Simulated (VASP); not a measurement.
Here is a VASP 6.6.1 calculation.

File INCAR:

```
SYSTEM = Cs
PREC = Accurate ; ENCUT = 520
EDIFF = 1E-6 ; ISMEAR = 0
SIGMA = 0.3 ; LREAL = .False.
LASPH = .True. ; NELM = 100
ALGO = Normal ; ISIF = 2
LWAVE = .False. ; LCHARG = .False.
GGA = PE ; NBANDS = 10
```

The input KPOINTS:

```
regular mesh
0
Gamma
  7 7 7
  0 0 0
```

The input POSCAR:

```
Cs
1.0
   -3.0771709509      3.0771709509      3.0771709509
    3.0771709509     -3.0771709509      3.0771709509
    3.0771709509      3.0771709509     -3.0771709509
Cs
1
Direct
    0.0000000000      0.0000000000      0.0000000000
```

Potentials or basis: VASP PAW PBE potentials, release 64 (Cs_sv).

Launch:

```sh
$ cat potpaw_PBE.64/Cs_sv/POTCAR > POTCAR
$ mpirun -np 1 vasp_std > vasp.out
```

(1) Predict the pressure.

## Answers

(1) 0.0 GPa.
